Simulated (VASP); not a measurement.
Input of a VASP 6.6.1 run:

File INCAR:

```
ALGO     = Normal         # electronic algorithm
EDIFF    = 1E-6           # SCF threshold, eV
ENCUT    = 600            # plane-wave cutoff, eV
GGA      = PE             # functional
GGA_COMPAT= F            
ISIF     = 2              # what is computed and relaxed
ISMEAR   = 0              # smearing method
LASPH    = T              # aspherical terms in the spheres
LCHARG   = F              # write CHGCAR
LREAL    = F              # projectors in reciprocal space
LWAVE    = F              # write WAVECAR
NBANDS   = 19             # bands
NELM     = 120            # most SCF steps
PREC     = Accurate       # precision mode
SIGMA    = 0.1            # smearing width, eV
```

KPOINTS

```
k-points
0
Gamma
  6 6 6
```

POSCAR

```
Os
1.0
    4.5547359317      0.0000000000      0.0000000000
   -2.2773679658      3.9445170243      0.0000000000
    0.0000000000      0.0000000000      2.6672440900
Os
3
Direct
    0.6666666700      0.3333333300      0.5000000000
    0.3333333300      0.6666666700      0.5000000000
    0.0000000000      0.0000000000      0.0000000000
```

Potentials or basis: VASP PAW PBE potentials, release 64 (Os).

Command:

```bash
$ cat potpaw_PBE.64/Os/POTCAR > POTCAR
$ mpirun -np 1 vasp_std > vasp.out
```

**Question.** Predict the pressure.

**Answer.** -25.2 GPa.

**Question.** What does it give for the band gap on the k mesh?

**Answer.** Zero (bands 12 and 13 overlap by 1.96 eV).

Stress tensor (GPa, compression positive):
```
-36.97   0.00   0.00
  0.00 -36.97   0.00
  0.00   0.00  -1.68
```

Caveat: the k points lie up to 0.39 Å⁻¹ apart, too coarse for converged energies and pressures of a metal; the cell differs from its parent crystal (Hf replaced by Os, lengths x 0.894, strained); spin-orbit coupling is left out, which moves the levels of the heavy elements.
